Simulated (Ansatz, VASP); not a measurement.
**Two plane-wave programs on BP**

```
B P
1.0
     0.00000    2.41996    2.14497
     2.14497    0.00000    2.14497
     2.14497    2.41996    0.00000
B P
1 1
Direct
  0.00000 0.00000 0.00000
  0.75000 0.75000 0.75000
```

Alike in both runs: task single point; functional PBE; k mesh 12 × 12 × 12; occupations gaussian, width 0.05 eV; no spin polarisation.

|  | VASP | Ansatz |
| --- | --- | --- |
| version | VASP 6.6.1 | Ansatz 0.2.0 |
| potentials or method | VASP PAW PBE potentials, release 64 (B, P), cutoff 520 eV | scalar-relativistic, plane waves, PAW |
| valence electrons in the cell | 8 | 8 |

```csv
,VASP,Ansatz,Ansatz less VASP
gap on the k mesh at the Fermi level (eV),0.23,0.24,+0.006
least direct gap on the mesh (eV),2.87,2.88,+0.005
pressure (GPa),9.3,9.6,+0.27
"traceless stress, the component that is largest in VASP (GPa)",-26.05,-26.02,+0.037
```

The functional is the same, so the differences come from potentials, cutoffs and numerics.
